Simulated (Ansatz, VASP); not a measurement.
Two plane-wave programs on CaS

```
Ca S
1.0
     0.00000    2.85603    2.85603
     2.85603    0.00000    2.85603
     2.85603    2.85603    0.00000
Ca S
1 1
Cartesian
  0.0000 0.0000 0.0000
  2.8560 2.8560 2.8560
```

Alike in both runs: functional PBE; k mesh 8 × 8 × 8; no spin polarisation.

Ansatz relaxed the structure, and its values are those at the end. VASP's run is a single point on that final structure, the one shown.

|  | VASP | Ansatz |
| --- | --- | --- |
| version | VASP 6.6.1 | Ansatz 0.2.0 |
| potentials or method | VASP PAW PBE potentials, release 64 (Ca_sv, S), cutoff 500 eV | scalar-relativistic, plane waves, PAW |
| occupations | gaussian, width 0.01 eV | fixed |
| valence electrons in the cell | 16 | 16 |

VASP gave:

* gap on the k mesh at the Fermi level (eV): 2.38
* least direct gap on the mesh (eV): 3.18
* pressure (GPa): 0.1

**Question.** What did Ansatz give for the same quantities?

**Answer.** gap on the k mesh at the Fermi level (eV): 2.38; least direct gap on the mesh (eV): 3.18; pressure (GPa): 0.0.
